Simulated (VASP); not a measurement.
# Fe in VASP: notebook

The runs below take Fe through single point, with PBE.

Program: VASP 6.6.1. These are calculated values, not measurements. Logs are shortened: lines on timing, memory, paths and dates and some standing lists are left out, and cuts for length are marked.

### Step 1. The cell of the first run

The cell holds a slab with vacuum, 1 atom: a = 2.831 Å, b = 2.831 Å, c = 16.000 Å, α = 90.00°, β = 90.00°, γ = 90.00°.

### Step 2. Single point, PBE, collinear spin, ferromagnetic start

INCAR reads:

```
  PREC = Accurate
  ENCUT = 520
  EDIFF = 1E-6
  ISMEAR = -1
  SIGMA = 0.1
  LREAL = False
  LASPH = True
  NELM = 150
  ALGO = Normal
  ISIF = 2
  LWAVE = False
  LCHARG = False
  ISPIN = 2
  MAGMOM = 2.5
  LORBIT = 11
  LMAXMIX = 4
  LDIPOL = True
  IDIPOL = 3
  DIPOL = 0.5 0.5 0.500
  GGA = PE
  NBANDS = 14
```

KPOINTS reads:

```
regular mesh
0
Gamma
  14 14 1
```

POSCAR reads:

```
Fe
1.0
    2.8313533356      0.0000000000      0.0000000000
    0.0000000000      2.8313533356      0.0000000000
    0.0000000000      0.0000000000     16.0000000000
Fe
1
Direct
    0.0000000000      0.0000000000      0.5000000000
```

Potentials or basis: VASP PAW PBE potentials, release 64 (Fe).

Started as:

```console
$ cat potpaw_PBE.64/Fe/POTCAR > POTCAR
$ mpirun -np 1 vasp_std > vasp.out
```

OUTCAR:

```text
PREC = Accurate
   ENCUT = 520
   EDIFF = 1E-6
   ISMEAR = -1
   LREAL = False
   LASPH = True
   NELM = 150
   ISIF = 2
   ISPIN = 2
   LORBIT = 11
   GGA = PE

 ion  position               nearest neighbor table
   1  0.000  0.000  0.500-

  LATTYP: Found a simple tetragonal cell.
 ALAT       =     2.8313533356
 C/A-ratio  =     5.6510078763

  Lattice vectors:

 A1 = (   2.8313533356,   0.0000000000,   0.0000000000)
 A2 = (   0.0000000000,   2.8313533356,   0.0000000000)
 A3 = (   0.0000000000,   0.0000000000,  16.0000000000)

Analysis of symmetry for initial positions (statically):
=====================================================================
 Subroutine PRICEL returns:
 Original cell was already a primitive cell.

 Routine SETGRP: Setting up the symmetry group for a
 simple tetragonal supercell.

 Subroutine GETGRP returns: Found 16 space group operations
 (whereof 16 operations were pure point group operations)
 out of a pool of 16 trial point group operations.

The static configuration has the point symmetry D_4h.

Analysis of symmetry for dynamics (positions and initial velocities):
=====================================================================
 Subroutine PRICEL returns:
 Original cell was already a primitive cell.

 Routine SETGRP: Setting up the symmetry group for a
 simple tetragonal supercell.

 Subroutine GETGRP returns: Found 16 space group operations
 (whereof 16 operations were pure point group operations)
 out of a pool of 16 trial point group operations.

The dynamic configuration has the point symmetry D_4h.

Analysis of structural, dynamic, and magnetic symmetry:
=====================================================================
 Subroutine PRICEL returns:
 Original cell was already a primitive cell.

 Routine SETGRP: Setting up the symmetry group for a
 simple tetragonal supercell.

 Subroutine GETGRP returns: Found 16 space group operations
 (whereof 16 operations were pure point group operations)
 out of a pool of 16 trial point group operations.

The overall configuration has the point symmetry D_4h.

 Subroutine INISYM returns: Found 16 space group operations
 (whereof 16 operations are pure point group operations),
 and found     1 'primitive' translations

----------------------------------------------------------------------------------------

                                     Primitive cell

  volume of cell :     128.2650

  direct lattice vectors                    reciprocal lattice vectors
     2.831353336  0.000000000  0.000000000     0.353187992  0.000000000  0.000000000
     0.000000000  2.831353336  0.000000000     0.000000000  0.353187992  0.000000000
     0.000000000  0.000000000 16.000000000     0.000000000  0.000000000  0.062500000

  length of vectors
     2.831353336  2.831353336 16.000000000     0.353187992  0.353187992  0.062500000

  position of ions in fractional coordinates (direct lattice)
     0.000000000  0.000000000  0.500000000

  ion indices of the primitive-cell ions
   primitive index   ion index
                 1           1

----------------------------------------------------------------------------------------

 KPOINTS: regular mesh

Automatic generation of k-mesh.
 Grid dimensions read from file:
 generate k-points for:   14   14    1

 Generating k-lattice:

  Cartesian coordinates                     Fractional coordinates (reciprocal lattice)
     0.025227714  0.000000000  0.000000000     0.071428571  0.000000000  0.000000000
     0.000000000  0.025227714  0.000000000     0.000000000  0.071428571  0.000000000
     0.000000000  0.000000000  0.062500000     0.000000000  0.000000000  1.000000000

  Length of vectors
     0.025227714  0.025227714  0.062500000

  Shift w.r.t. Gamma in fractional coordinates (k-lattice)
     0.000000000  0.000000000  0.000000000

 Subroutine IBZKPT returns following result:
 ===========================================

 Found     36 irreducible k-points:

 Following reciprocal coordinates:
            Coordinates               Weight
  0.000000  0.000000  0.000000      1.000000
  0.071429  0.000000  0.000000      4.000000
  0.142857  0.000000  0.000000      4.000000
  0.214286  0.000000  0.000000      4.000000
  0.285714  0.000000  0.000000      4.000000
  0.357143  0.000000  0.000000      4.000000
[... 16 lines left out ...]
  0.285714  0.214286  0.000000      8.000000
  0.357143  0.214286  0.000000      8.000000
 [... further k-points ...]
   k-points           NKPTS =     36   k-points in BZ     NKDIM =     36   number of bands    NBANDS=     14
   number of dos      NEDOS =    301   number of ions     NIONS =      1
   total plane-waves  NPLWV =  69120
   dimension x,y,z NGX =    24 NGY =   24 NGZ =  120
   dimension x,y,z NGXF=    48 NGYF=   48 NGZF=  240
   ions per type =               1
   NGX,Y,Z   is equivalent  to a cutoff of  14.09, 14.09, 12.47 a.u.
   NGXF,Y,Z  is equivalent  to a cutoff of  28.18, 28.18, 24.94 a.u.
 SYSTEM =  unknown system
   PREC   = accura    normal or accurate (medium, high low for compatibility)
   ISTART =      0    job   : 0-new  1-cont  2-samecut
   ICHARG =      2    charge: 1-file 2-atom 10-const
   ISPIN  =      2    spin polarized calculation?
   LNONCOLLINEAR =      F non collinear calculations
   LSORBIT =      F    spin-orbit coupling
   LASPH  =      T    aspherical Exc in radial PAW
   ENCUT  =  520.0 eV  38.22 Ry    6.18 a.u.   5.26  5.26 29.75*2*pi/ulx,y,z
   NELM   =    150;   NELMIN=  2; NELMDL= -5     # of ELM steps
   EDIFF  = 0.1E-05   stopping-criterion for ELM
   LREAL  =      F    real-space projection
   EDIFFG = 0.1E-04   stopping-criterion for IOM
   NSW    =      0    number of steps for IOM
   IBRION =     -1    ionic relax: 0-MD 1-quasi-New 2-CG
   NFREE  =      0    steps in history (QN), initial steepest desc. (CG)
   ISIF   =      2    stress and relaxation
   ISYM   =      2    0-nonsym 1-usesym 2-fastsym
   POTIM  = 0.5000    time-step for ionic-motion
   TEBEG  =    0.0;   TEEND  =   0.0 temperature during run
   PSTRESS=    0.0 pullay stress
   NELECT =       8.0000    total number of electrons
   NUPDOWN=      -1.0000    fix difference up-down
   EMIN   =  10.00;   EMAX   =-10.00  energy-range for DOS
   EFERMI =   0.00;   METHOD = LEGACY
   ISMEAR =    -1;   SIGMA  =   0.10  broadening in eV -4-tet -1-fermi 0-gaus
   EFERMI_NEDOS =   21; number of points for ismear=-14 and -15
   IALGO  =     38    algorithm
   IMIX   =      4    mixing-type and parameters
     AMIX     =   0.40;   BMIX     =  1.00
     AMIX_MAG =   1.60;   BMIX_MAG =  1.00
  volume/ion in A,a.u.               =     128.26       865.57
  Fermi-wavevector in a.u.,A,eV,Ry     =   0.649235  1.226877  5.734944  0.421506
  Thomas-Fermi vector in A             =   1.718126
   LORBIT       =     11    0 simple, 1 ext, 2 COOP (PROOUT), +10 PAW based schemes
   GGA     = PE    functional components
   LHFCALC =     F    Hartree Fock is set to
   AEXX    =    0.0000 exact exchange contribution
   IVDW    =     0    specifies the selected vdW correction
   LEPSILON=     F    determine dielectric tensor
   LRPA    =     F    only Hartree local field effects (RPA)
 spin polarized calculation
  energy-cutoff  :      520.00
  volume of cell :      128.26
 maximum number of plane-waves:      3512
 NGX is ok and might be reduce to    24
   NGX = 11   NGY = 11   NGZ = 59

 number of electron       8.0000005 magnetization       3.2374948

 dipolmoment           0.000000      0.000000     -0.000000 electrons x Angstroem

 Free energy of the ion-electron system (eV)
  ---------------------------------------------------
  ext. energy  EPLUGINS =         0.00000000
  ---------------------------------------------------
  free energy    TOTEN  =        -5.64901074 eV

  energy without entropy =       -5.56665876  energy(sigma->0) =       -5.60783475

 E-fermi :  -2.9430     XC(G=0):  -2.5165

 val. band max:       -2.9585320918   @ k =   0.3571   0.1429   0.0000
 cond. band min:      -2.9323175353   @ k =   0.4286   0.2143   0.0000
 fundamental gap:      0.0262145565
 Fermi energy:        -2.9429870200

 spin component 1

 k-point     1 :       0.0000    0.0000    0.0000
  band No.  band energies     occupation
      1      -7.5133      1.00000
      2      -6.0292      1.00000
      3      -6.0024      1.00000
      4      -5.1210      1.00000
      5      -5.1210      1.00000
      6      -4.7805      1.00000
      7      -2.4386      0.00640
      8       0.6583      0.00000
      9       1.5133      0.00000
     10       1.8332      0.00000
     11       4.0816      0.00000
     12       4.5366      0.00000
     13       8.0617      0.00000
     14       8.5090      0.00000

 k-point     2 :       0.0714    0.0000    0.0000
  band No.  band energies     occupation
      1      -7.4154      1.00000
      2      -5.9970      1.00000
      3      -5.9818      1.00000
      4      -5.1831      1.00000
      5      -5.1176      1.00000
      6      -4.8053      1.00000
      7      -2.3052      0.00170
      8       0.7513      0.00000
      9       1.6119      0.00000
     10       1.9263      0.00000
     11       4.1804      0.00000
     12       4.6269      0.00000
     13       8.1599      0.00000
     14       8.5857      0.00000
[... 343 lines left out ...]
      1      -6.0330      1.00000
      2      -5.6586      1.00000
      3      -5.6227      1.00000
      4      -5.3879      1.00000
      5      -5.2992      1.00000
      6      -4.3260      1.00000
      7       0.3352      0.00000
      8       2.9954      0.00000
      9       3.9449      0.00000
     10       4.1137      0.00000
     11       4.2867      0.00000
     12       6.4944      0.00000
     13       6.7828      0.00000
     14       7.3546      0.00000

 k-point    24 :       0.3571    0.2143    0.0000
  band No.  band energies     occupation
      1      -5.9431      1.00000
      2      -5.7837      1.00000
      3      -5.6844      1.00000
      4      -5.3722      1.00000
      5      -5.1835      1.00000
      6      -3.4278      0.99222
      7       1.1838      0.00000
      8       2.3723      0.00000
      9       3.8582      0.00000
     10       4.7816      0.00000
     11       5.0310      0.00000
     12       6.7841      0.00000
     13       7.6052      0.00000
     14       7.6235      0.00000

 [... further k-points ...]

 spin component 2

 k-point     1 :       0.0000    0.0000    0.0000
  band No.  band energies     occupation
      1      -6.9068      1.00000
      2      -3.7944      0.99980
      3      -2.7770      0.15981
      4      -2.1798      0.00048
      5      -2.1798      0.00048
      6      -2.1022      0.00022
      7      -1.2826      0.00000
      8       0.7488      0.00000
      9       1.5124      0.00000
     10       1.9542      0.00000
     11       4.1338      0.00000
     12       4.6924      0.00000
     13       8.1243      0.00000
     14       8.6731      0.00000

 k-point     2 :       0.0714    0.0000    0.0000
  band No.  band energies     occupation
      1      -6.8021      1.00000
      2      -3.7613      0.99972
      3      -2.7487      0.12537
      4      -2.4679      0.00857
      5      -2.1752      0.00046
      6      -1.7560      0.00001
      7      -1.3179      0.00000
      8       0.8393      0.00000
      9       1.6148      0.00000
     10       2.0440      0.00000
     11       4.2354      0.00000
     12       4.7796      0.00000
     13       8.2248      0.00000
     14       8.7558      0.00000
[... 343 lines left out ...]
      1      -4.5200      1.00000
      2      -3.0994      0.82691
      3      -2.9778      0.58608
      4      -2.5746      0.02452
      5      -2.2635      0.00112
      6      -1.9313      0.00004
      7       1.0049      0.00000
      8       3.0467      0.00000
      9       3.9953      0.00000
     10       4.2422      0.00000
     11       5.0242      0.00000
     12       6.6091      0.00000
     13       6.9229      0.00000
     14       8.0982      0.00000

 k-point    24 :       0.3571    0.2143    0.0000
  band No.  band energies     occupation
      1      -3.9251      0.99995
      2      -3.2189      0.94045
      3      -2.8526      0.28820
      4      -2.5622      0.02171
      5      -2.1615      0.00040
      6      -1.7402      0.00001
      7       1.8395      0.00000
      8       3.2525      0.00000
      9       3.8991      0.00000
     10       4.8497      0.00000
     11       5.0897      0.00000
     12       7.0950      0.00000
     13       7.6978      0.00000
     14       7.7369      0.00000

 [... further k-points ...]

------------------------ aborting loop because EDIFF is reached ----------------------------------------

 vacuum level on the upper side and lower side of the slab       (xc-potential included)        -0.003        -0.003

  FORCE on cell =-STRESS in cart. coord.  units (eV):
  Direction    XX          YY          ZZ          XY          YZ          ZX
  --------------------------------------------------------------------------------------
  -------------------------------------------------------------------------------------
  Total       -3.1143843     -3.1143843     -0.0010335      0.0000000      0.0000000      0.0000000
  in kB      -38.9022448    -38.9022448     -0.0129090      0.0000000      0.0000000      0.0000000
  external PRESSURE =     -25.9391329 kB  Pullay stress =       0.0000000 kB

 VOLUME and BASIS-vectors are now :
 -----------------------------------------------------------------------------
  energy-cutoff  :      520.00
  volume of cell :      128.26
      direct lattice vectors                 reciprocal lattice vectors
     2.831353336  0.000000000  0.000000000     0.353187992  0.000000000  0.000000000
     0.000000000  2.831353336  0.000000000     0.000000000  0.353187992  0.000000000
     0.000000000  0.000000000 16.000000000     0.000000000  0.000000000  0.062500000

 POSITION                                       TOTAL-FORCE (eV/Angst)
 -----------------------------------------------------------------------------------
      0.00000      0.00000      8.00000         0.000000      0.000000      0.000000
 -----------------------------------------------------------------------------------
    total drift:                                0.000000     -0.000000     -0.000000

  FREE ENERGIE OF THE ION-ELECTRON SYSTEM (eV)
  ---------------------------------------------------
  free  energy   TOTEN  =        -5.6490107428 eV

  energy  without entropy=       -5.5666587604  energy(sigma->0) =       -5.60783475

 vacuum level on the upper side and lower side of the slab         1.064         1.064

 total charge

# of ion       s       p       d       tot
------------------------------------------
    1        0.403   0.133   6.053   6.588

 magnetization (x)

# of ion       s       p       d       tot
------------------------------------------
    1        0.029  -0.000   3.131   3.160
```

It took 84 s on 1 thread of Intel Xeon 6975P-C (Granite Rapids), shared host; peak memory 0.33 GiB.

What came out:

```
Free energy                                           : -5.6490 eV
Net moment                                            : 3.24 μB per cell
Site moments                                          : Fe +3.16 μB
Valence electrons inside the program's atomic spheres : Fe 6.59
```

Levels at points of the mesh, in eV from the Fermi level:
Spin up:
```
           k point  band 2  band 3  band 4  band 5  band 6  band 7  band 8  band 9  band 10  band 11
(0.00, 0.00, 0.00)   -3.09   -3.06   -2.18   -2.18   -1.84    0.50    3.60    4.46     4.78     7.02
(0.50, 0.00, 0.00)   -3.05   -2.56   -2.31   -2.11    0.69    1.75    4.60    6.81     8.16     8.28
(0.50, 0.50, 0.00)   -2.81   -2.81   -2.70   -1.10    4.54    4.54    6.75    8.59     8.70    10.96
```
Spin down:
```tsv
k point	band 1	band 2	band 3	band 4	band 5
(0.00, 0.00, 0.00)	-3.96	-0.85	0.17	0.76	0.76
(0.50, 0.00, 0.00)	-1.10	-0.56	0.76	0.81	0.86
(0.50, 0.50, 0.00)	-0.79	-0.13	-0.13	1.06	1.63
```

[end of part 1 of 2]
